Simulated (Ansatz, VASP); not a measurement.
# Two plane-wave programs on GaSb

```
CELL_PARAMETERS angstrom
0.00000 2.99782 3.18513
2.99782 0.00000 3.18513
2.99782 2.99782 0.00000
ATOMIC_POSITIONS crystal
Ga 0.00000 0.00000 0.00000
Sb 0.25000 0.25000 0.25000
```

Alike in both runs: task single point; functional PBE; k mesh 6 × 6 × 6; occupations fermi-dirac, width 0.02 eV; no spin polarisation.

```csv
,VASP,Ansatz
version,VASP 6.6.1,Ansatz 0.2.0
potentials or method,"VASP PAW PBE potentials, release 64 (Ga_d, Sb), cutoff 520 eV","plane waves, PAW"
valence electrons in the cell,18,28
```

VASP gave:

```
pressure (GPa)                                                : 2.5
traceless stress, the component that is largest in VASP (GPa) : -1.91
```

**Question.** What did Ansatz give for the same quantities?

**Answer.** Pressure (GPa): 2.4; traceless stress, the component that is largest in VASP (GPa): -1.92.

VASP's potentials hold 18 valence electrons a cell and Ansatz's 28, so a difference there can come from the potentials and not from the codes.

Spin-orbit coupling is off throughout.
